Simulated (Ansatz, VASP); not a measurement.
Rh: VASP beside Ansatz

Contents of INCAR:

```
PREC     = Accurate       # precision mode
ENCUT    = 500            # plane-wave cutoff, eV
EDIFF    = 1E-6           # SCF threshold, eV
ISMEAR   = -1             # smearing method
SIGMA    = 0.1            # smearing width, eV
LREAL    = False          # projectors in reciprocal space
LASPH    = True           # aspherical terms in the spheres
NELM     = 120            # most SCF steps
ALGO     = Normal         # electronic algorithm
ISIF     = 2              # what is computed and relaxed
LWAVE    = False          # write WAVECAR
LCHARG   = True           # write CHGCAR
GGA      = PE             # functional
LELF     = True           # ELF
LVHAR    = True         
NBANDS   = 14             # bands
GGA_COMPAT= False
```

Contents of KPOINTS:

```
Automatic mesh
0
Gamma
  16 16 16
```

The input POSCAR:

```
Rh
1.0
   -1.5761221991      1.5761221991      1.5761221991
    1.5761221991     -1.5761221991      1.5761221991
    1.5761221991      1.5761221991     -1.5761221991
Rh
1
Direct
    0.0000000000      0.0000000000      0.0000000000
```

Input for Ansatz:

```yaml
crystal:
  lattice:
    - [-1.5761221991, 1.5761221991, 1.5761221991]
    - [1.5761221991, -1.5761221991, 1.5761221991]
    - [1.5761221991, 1.5761221991, -1.5761221991]
  atoms:
    - { symbol: Rh, position: [0.0, 0.0, 0.0] }
hamiltonian:
  xc: pbe
  pseudopotentials:
    kind: paw
    azcp:
      Rh: "pseudopotentials/Rh.paw.azcp"
basis:
  ecutwfc: 420
  fft_grid_basis: typed
kpoints:
  mp_grid: { grid: [16, 16, 16], shift: [0, 0, 0] }
magnetization:
  spin_polarized: false
scf:
  occupations: { method: fermi_dirac, width: 0.1 }
  lower_state_search: "off"
output:
  stress: true
```

Alike in both runs: task single point; functional PBE; k mesh 16 × 16 × 16; occupations fermi-dirac, width 0.1 eV; no spin polarisation.

|  | VASP | Ansatz |
| --- | --- | --- |
| version | VASP 6.6.1 | Ansatz 0.2.0 |
| potentials or method | VASP PAW PBE potentials, release 64 (Rh_pv), cutoff 500 eV | plane waves (420 eV) with PAW, scalar-relativistic |
| valence electrons in the cell | 15 | 17 |

```csv
,VASP,Ansatz,Ansatz less VASP
pressure (GPa),-14.5,-14.6,-0.08
```

With one functional, cell and mesh, what is left measures potentials, basis and numerics. VASP's potentials hold 15 valence electrons a cell and Ansatz's 17, so a difference there can come from the potentials and not from the codes.
